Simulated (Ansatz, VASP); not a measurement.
**Two plane-wave programs on Al2O3**

Contents of INCAR:

```
SYSTEM = Al2O3
  ALGO = Normal
  EDIFF = 1E-7
  ENCUT = 520
  GGA = PE
  ISIF = 2
  ISMEAR = 0
  LASPH = .True.
  LCHARG = .True.
  LELF = .True.
  LREAL = .False.
  LVHAR = .True.
  LWAVE = .False.
  NBANDS = 35
  NELM = 60
  PREC = Accurate
  SIGMA = 0.05
```

Contents of KPOINTS:

```
k-points
0
Gamma
  6 6 6
  0 0 0
```

The input POSCAR:

```
Al2O3
1.0
    2.3816113408      1.3750239487      4.6944735009
   -2.3816113408      1.3750239487      4.6944735009
    0.0000000000     -2.7500478974      4.6944735009
Al O
4 6
Direct
    0.8521293568      0.8521293568      0.8521293568
    0.6478706432      0.6478706432      0.6478706432
    0.1478706432      0.1478706432      0.1478706432
    0.3521293568      0.3521293568      0.3521293568
    0.0561574040      0.4438425960      0.7500000000
    0.7500000000      0.0561574040      0.4438425960
    0.4438425960      0.7500000000      0.0561574040
    0.9438425960      0.5561574040      0.2500000000
    0.2500000000      0.9438425960      0.5561574040
    0.5561574040      0.2500000000      0.9438425960
```

Input for Ansatz:

```yaml
crystal:
  lattice:
    - [2.3816113408, 1.3750239487, 4.6944735009]
    - [-2.3816113408, 1.3750239487, 4.6944735009]
    - [0.0, -2.7500478974, 4.6944735009]
  atoms:
    - { symbol: Al, position: [0.8521293568, 0.8521293568, 0.8521293568] }
    - { symbol: Al, position: [0.6478706432, 0.6478706432, 0.6478706432] }
    - { symbol: Al, position: [0.1478706432, 0.1478706432, 0.1478706432] }
    - { symbol: Al, position: [0.3521293568, 0.3521293568, 0.3521293568] }
    - { symbol: O, position: [0.056157404, 0.443842596, 0.75] }
    - { symbol: O, position: [0.75, 0.056157404, 0.443842596] }
    - { symbol: O, position: [0.443842596, 0.75, 0.056157404] }
    - { symbol: O, position: [0.943842596, 0.556157404, 0.25] }
    - { symbol: O, position: [0.25, 0.943842596, 0.556157404] }
    - { symbol: O, position: [0.556157404, 0.25, 0.943842596] }
basis:
  ecutwfc: 520.0
kpoints:
  mp_grid: { grid: [6, 6, 6] }
hamiltonian:
  xc: pbe
  pseudopotentials: { kind: paw, azcp: { folder: soft_1 } }
scf:
  occupations: { method: gaussian, width: 0.05 }
output:
  forces: true
  stress: true
  eigenvalues: true
```

Alike in both runs: task single point; functional PBE; k mesh 6 × 6 × 6; occupations gaussian, width 0.05 eV; no spin polarisation.

```csv
,VASP,Ansatz
version,VASP 6.6.1,Ansatz 0.2.0
potentials or method,"VASP PAW PBE potentials, release 64 (Al, O), cutoff 520 eV","scalar-relativistic, plane waves, PAW"
valence electrons in the cell,48,48
```

|  | VASP | Ansatz | Ansatz less VASP |
| --- | --- | --- | --- |
| gap on the k mesh at the Fermi level (eV) | 4.88 | 4.89 | +0.009 |
| least direct gap on the mesh (eV) | 4.88 | 4.89 | +0.009 |
| pressure (GPa) | -9.7 | -9.6 | +0.07 |
| traceless stress, the component that is largest in VASP (GPa) | -19.61 | -19.57 | +0.040 |
| rms of the force components (eV/Å) | 0.115 | 0.116 | +0.0007 |

Atom by atom the forces differ by 0.001 eV/Å (rms over components).
